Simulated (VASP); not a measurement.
# GeSe (Pnma) in VASP: single point with PBE+D3(BJ)

Aim: the single point of GeSe with PBE+D3(BJ).

Everything below comes from runs of VASP 6.6.1. Logs are shortened: lines on timing, memory, paths and dates and some standing lists are left out, and cuts for length are marked.

## 1. The cell of the first run

It takes space group Pnma (No. 62, orthorhombic). The conventional cell has a = 11.173 Å, b = 3.952 Å, c = 4.503 Å, α = 90.00°, β = 90.00°, γ = 90.00°. Within 3.5 Å of Ge (site symmetry m) lie 6 Se at 2.65 to 3.42 Å and 2 Ge at 3.49 Å. Se (site symmetry m) has 6 Ge at 2.65 to 3.42 Å within 3.5 Å.

## 2. Single point, PBE+D3(BJ)

The input, INCAR:

```
SYSTEM = GeSe
PREC     = Accurate       ! precision mode
ENCUT    = 500            ! plane-wave cutoff, eV
EDIFF    = 1E-6           ! SCF threshold, eV
ISMEAR   = 0              ! smearing method
SIGMA    = 0.1            ! smearing width, eV
LREAL    = .FALSE.        ! projectors in reciprocal space
LASPH    = .TRUE.         ! aspherical terms in the spheres
NELM     = 120            ! most SCF steps
ALGO     = Normal         ! electronic algorithm
ISIF     = 2              ! what is computed and relaxed
LWAVE    = .FALSE.        ! write WAVECAR
LCHARG   = .TRUE.         ! write CHGCAR
GGA      = PE             ! functional
IVDW     = 12             ! dispersion correction
LELF     = .TRUE.         ! ELF
LVHAR    = .TRUE.       
NBANDS   = 50             ! bands
GGA_COMPAT= .FALSE.
```

The input, KPOINTS:

```
Automatic mesh
0
G
  2 4 4
  0 0 0
```

The input, POSCAR:

```
GeSe
1.0
   11.1728036300      0.0000000000      0.0000000000
    0.0000000000      3.9523302000      0.0000000000
    0.0000000000      0.0000000000      4.5027650300
Ge Se
4 4
Direct
    0.6187868500      0.7500000000      0.3765543000
    0.8812131500      0.2500000000      0.8765543000
    0.3812131500      0.2500000000      0.6234457000
    0.1187868500      0.7500000000      0.1234457000
    0.1485530300      0.2500000000      0.5091818000
    0.6485530300      0.2500000000      0.9908182000
    0.3514469700      0.7500000000      0.0091818000
    0.8514469700      0.7500000000      0.4908182000
```

Potentials or basis: VASP PAW PBE potentials, release 64 (Ge_d, Se).

On the command line:

```bash
$ cat potpaw_PBE.64/Ge_d/POTCAR potpaw_PBE.64/Se/POTCAR > POTCAR
$ mpirun -np 1 vasp_std > vasp.out
```

OUTCAR:

```text
SYSTEM = GeSe
   PREC = Accurate
   ENCUT = 500
   EDIFF = 1E-6
   ISMEAR = 0
   LREAL = .FALSE.
   LASPH = .TRUE.
   NELM = 120
   ISIF = 2
   GGA = PE
   IVDW = 12
 IVDW          = 12

 ion  position               nearest neighbor table
   1  0.619  0.750  0.377-   8 2.65   6 2.65   6 2.65
   2  0.881  0.250  0.877-   6 2.65   8 2.65   8 2.65
   3  0.381  0.250  0.623-   5 2.65   7 2.65   7 2.65
   4  0.119  0.750  0.123-   7 2.65   5 2.65   5 2.65
   5  0.149  0.250  0.509-   3 2.65   4 2.65   4 2.65
   6  0.649  0.250  0.991-   2 2.65   1 2.65   1 2.65
   7  0.351  0.750  0.009-   4 2.65   3 2.65   3 2.65
   8  0.851  0.750  0.491-   1 2.65   2 2.65   2 2.65

  LATTYP: Found a simple orthorhombic cell.
 ALAT       =     3.9523302000
 B/A-ratio  =     1.1392684321
 C/A-ratio  =     2.8268902305

  Lattice vectors:

 A1 = (   0.0000000000,   3.9523302000,   0.0000000000)
 A2 = (   0.0000000000,   0.0000000000,   4.5027650300)
 A3 = (  11.1728036300,   0.0000000000,   0.0000000000)

Analysis of symmetry for initial positions (statically):
=====================================================================
 Subroutine PRICEL returns:
 Original cell was already a primitive cell.

 Routine SETGRP: Setting up the symmetry group for a
 simple orthorhombic supercell.

 Subroutine GETGRP returns: Found  8 space group operations
 (whereof  2 operations were pure point group operations)
 out of a pool of  8 trial point group operations.

The static configuration has the point symmetry S_2 .
 The point group associated with its full space group is D_2h.

Analysis of symmetry for dynamics (positions and initial velocities):
=====================================================================
 Subroutine PRICEL returns:
 Original cell was already a primitive cell.

 Routine SETGRP: Setting up the symmetry group for a
 simple orthorhombic supercell.

 Subroutine GETGRP returns: Found  8 space group operations
 (whereof  2 operations were pure point group operations)
 out of a pool of  8 trial point group operations.

The dynamic configuration has the point symmetry S_2 .
 The point group associated with its full space group is D_2h.

 Subroutine INISYM returns: Found  8 space group operations
 (whereof  2 operations are pure point group operations),
 and found     1 'primitive' translations

[... 101 lines left out ...]
   EDIFFG = 0.1E-04   stopping-criterion for IOM
   NSW    =      0    number of steps for IOM
   IBRION =     -1    ionic relax: 0-MD 1-quasi-New 2-CG
   NFREE  =      0    steps in history (QN), initial steepest desc. (CG)
   ISIF   =      2    stress and relaxation
   ISYM   =      2    0-nonsym 1-usesym 2-fastsym
   POTIM  = 0.5000    time-step for ionic-motion
   TEBEG  =    0.0;   TEEND  =   0.0 temperature during run
   PSTRESS=    0.0 pullay stress
   NELECT =      80.0000    total number of electrons
   NUPDOWN=      -1.0000    fix difference up-down
   EMIN   =  10.00;   EMAX   =-10.00  energy-range for DOS
   EFERMI =   0.00;   METHOD = LEGACY
   ISMEAR =     0;   SIGMA  =   0.10  broadening in eV -4-tet -1-fermi 0-gaus
   EFERMI_NEDOS =   21; number of points for ismear=-14 and -15
   IALGO  =     38    algorithm
   IMIX   =      4    mixing-type and parameters
     AMIX     =   0.40;   BMIX     =  1.00
     AMIX_MAG =   1.60;   BMIX_MAG =  1.00
  volume/ion in A,a.u.               =      24.85       167.73
  Fermi-wavevector in a.u.,A,eV,Ry     =   1.208574  2.283874 19.873367  1.460651
  Thomas-Fermi vector in A             =   2.344178
   LORBIT       =      0    0 simple, 1 ext, 2 COOP (PROOUT), +10 PAW based schemes
   GGA     = PE    functional components
   LHFCALC =     F    Hartree Fock is set to
   AEXX    =    0.0000 exact exchange contribution
   IVDW    =    12    specifies the selected vdW correction
   LEPSILON=     F    determine dielectric tensor
   LRPA    =     F    only Hartree local field effects (RPA)
 non-spin polarized calculation
 Gauss-broadening in eV      SIGMA  =   0.10
  energy-cutoff  :      500.00
  volume of cell :      198.84
 maximum number of plane-waves:      5088
 NGX is ok and might be reduce to    84
   NGX = 41   NGY = 15   NGZ = 17

 number of electron      79.9999968 magnetization

 Free energy of the ion-electron system (eV)
  ---------------------------------------------------
  ext. energy  EPLUGINS =         0.00000000
  ---------------------------------------------------
  free energy    TOTEN  =       -33.81271481 eV

  energy without entropy =      -33.81271481  energy(sigma->0) =      -33.81271481

 E-fermi :   3.8008     XC(G=0):  -9.5723

 val. band max:        3.3482024992   @ k =   0.0000   0.0000   0.0000
 cond. band min:       4.2991116996   @ k =   0.0000   0.0000   0.0000
 fundamental gap:      0.9509092004
 Fermi energy:         3.8007953039

 k-point     1 :       0.0000    0.0000    0.0000
  band No.  band energies     occupation
      1     -20.9991      2.00000
      2     -20.9981      2.00000
      3     -20.9960      2.00000
      4     -20.9957      2.00000
      5     -20.9956      2.00000
      6     -20.9949      2.00000
[... 943 lines left out ...]
     49       9.8294      0.00000
     50       9.8294      0.00000

------------------------ aborting loop because EDIFF is reached ----------------------------------------

 Edisp (eV)   -2.76261

 E8    (eV) :    -1.1887

  FORCE on cell =-STRESS in cart. coord.  units (eV):
  Direction    XX          YY          ZZ          XY          YZ          ZX
  --------------------------------------------------------------------------------------
  -------------------------------------------------------------------------------------
  Total      -4.75077    -4.82818    -5.20713     0.00000     0.00000     0.00000
  in kB     -38.28071   -38.90442   -41.95800     0.00000     0.00000     0.00000
  external pressure =      -39.71 kB  Pullay stress =        0.00 kB

 VOLUME and BASIS-vectors are now :
 -----------------------------------------------------------------------------
  energy-cutoff  :      500.00
  volume of cell :      198.84
      direct lattice vectors                 reciprocal lattice vectors
    11.172803630  0.000000000  0.000000000     0.089503050  0.000000000  0.000000000
     0.000000000  3.952330200  0.000000000     0.000000000  0.253015297  0.000000000
     0.000000000  0.000000000  4.502765030     0.000000000  0.000000000  0.222085761

 POSITION                                       TOTAL-FORCE (eV/Angst)
 -----------------------------------------------------------------------------------
      6.91358      2.96425      1.69554         0.347189     -0.000000     -0.227064
      9.84562      0.98808      3.94692        -0.347189      0.000000     -0.227064
      4.25922      0.98808      2.80723        -0.347189      0.000000      0.227064
      1.32718      2.96425      0.55585         0.347189     -0.000000      0.227064
      1.65975      0.98808      2.29273         0.088433     -0.000000     -0.231908
      7.24616      0.98808      4.46142         0.088433     -0.000000      0.231908
      3.92665      2.96425      0.04134        -0.088433     -0.000000     -0.231908
      9.51305      2.96425      2.21004        -0.088433     -0.000000      0.231908
 -----------------------------------------------------------------------------------
    total drift:                               -0.000000      0.000000     -0.000000

  FREE ENERGIE OF THE ION-ELECTRON SYSTEM (eV)
  ---------------------------------------------------
  free  energy   TOTEN  =       -36.5753288546 eV

  energy  without entropy=      -36.5753288546  energy(sigma->0) =      -36.57532885
```

OSZICAR:

```text
N       E                     dE             d eps       ncg     rms          rms(c)
DAV:   1     0.892171265969E+03    0.89217E+03   -0.35426E+04  2310   0.322E+03
DAV:   2     0.143114611514E+03   -0.74906E+03   -0.71680E+03  1800   0.917E+02
DAV:   3    -0.200911587813E+02   -0.16321E+03   -0.15514E+03  2086   0.219E+02
DAV:   4    -0.338140858788E+02   -0.13723E+02   -0.13481E+02  2164   0.696E+01
DAV:   5    -0.342569650767E+02   -0.44288E+00   -0.44107E+00  2084   0.129E+01    0.606E+00
DAV:   6    -0.338101504318E+02    0.44681E+00   -0.84359E-01  2518   0.502E+00    0.370E+00
DAV:   7    -0.338127166910E+02   -0.25663E-02   -0.30343E-01  2260   0.187E+00    0.138E+00
DAV:   8    -0.338124612200E+02    0.25547E-03   -0.27478E-02  2428   0.133E+00    0.211E-01
DAV:   9    -0.338125649315E+02   -0.10371E-03   -0.46408E-03  2272   0.563E-01    0.858E-02
DAV:  10    -0.338126780039E+02   -0.11307E-03   -0.53041E-04  2052   0.108E-01    0.346E-02
DAV:  11    -0.338127178959E+02   -0.39892E-04   -0.80817E-05  2290   0.608E-02    0.149E-02
DAV:  12    -0.338127142184E+02    0.36775E-05   -0.13585E-05  1764   0.178E-02    0.356E-03
DAV:  13    -0.338127148108E+02   -0.59235E-06   -0.25604E-06  1498   0.973E-03
   1 F= -.36575329E+02 E0= -.36575329E+02  d E =-.229526E-11
```

stdout:

```text
POSCAR found type information on POSCAR GeSe
 POSCAR found :  2 types and       8 ions
 scaLAPACK will be used
 LDA part: xc-table for (Slater+PW92), standard interpolation
 POSCAR, INCAR and KPOINTS ok, starting setup
 FFT: planning ... GRIDC
 FFT: planning ... GRID_SOFT
 FFT: planning ... GRID
 WAVECAR not read
 entering main loop
```

Run time: 4.8 min. Hardware: 1 thread of Intel Xeon 8259CL, shared host; peak memory 0.36 GiB.

Results:

| Quantity | Value |
| --- | --- |
| Free energy | -36.5753 eV |
| Pressure | -4.0 GPa |
| Largest force | 0.415 eV/Å |
| Band gap on the k mesh | 0.95 eV |
| Dispersion energy per atom | -0.345 eV |

Forces in eV/Å, atoms in the order of the input:
```
Ge   0.347  0.000 -0.227
Ge  -0.347  0.000 -0.227
Ge  -0.347  0.000  0.227
Ge   0.347  0.000  0.227
Se   0.088  0.000 -0.232
Se   0.088  0.000  0.232
Se  -0.088  0.000 -0.232
Se  -0.088  0.000  0.232
```

Caveat: the cell stands under tension.
